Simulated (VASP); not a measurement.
A run of VASP 6.6.1 is set up as follows.

The input INCAR:

```
SYSTEM = NaI
PREC = Accurate
ENCUT = 600
EDIFF = 1E-6
ISMEAR = -1
SIGMA = 0.05
LREAL = .False.
LASPH = .True.
NELM = 100
ALGO = Normal
ISIF = 3
LWAVE = .False.
LCHARG = .False.
GGA = PS
IBRION = 2
NSW = 100
EDIFFG = -0.002
```

The input KPOINTS:

```
regular mesh
0
Gamma
  12 12 12
  0 0 0
```

Contents of POSCAR:

```
NaI
1.0
    0.0000000000      3.2364000000      3.2364000000
    3.2364000000      0.0000000000      3.2364000000
    3.2364000000      3.2364000000      0.0000000000
Na I
1 1
Direct
    0.0000000000      0.0000000000      0.0000000000
    0.5000000000      0.5000000000      0.5000000000
```

Potentials or basis: VASP PAW PBE potentials, release 64 (Na_pv, I).

Run with:

```sh
$ cat potpaw_PBE.64/Na_pv/POTCAR potpaw_PBE.64/I/POTCAR > POTCAR
$ mpirun -np 1 vasp_std > vasp.out
```

Q: Estimate the space group after relaxing (to 0.1 Å).

A: Fm-3m (No. 225).

Q: What does it give for the relaxed cell?

A: a = 4.532 Å, b = 4.532 Å, c = 4.532 Å, α = 60.00°, β = 60.00°, γ = 60.00°.

Final structure:
```
Na I
1.0
     0.00000    3.20440    3.20440
     3.20440    0.00000    3.20440
     3.20440    3.20440    0.00000
Na I
1 1
Direct
  0.00000 0.00000 0.00000
  0.50000 0.50000 0.50000
```
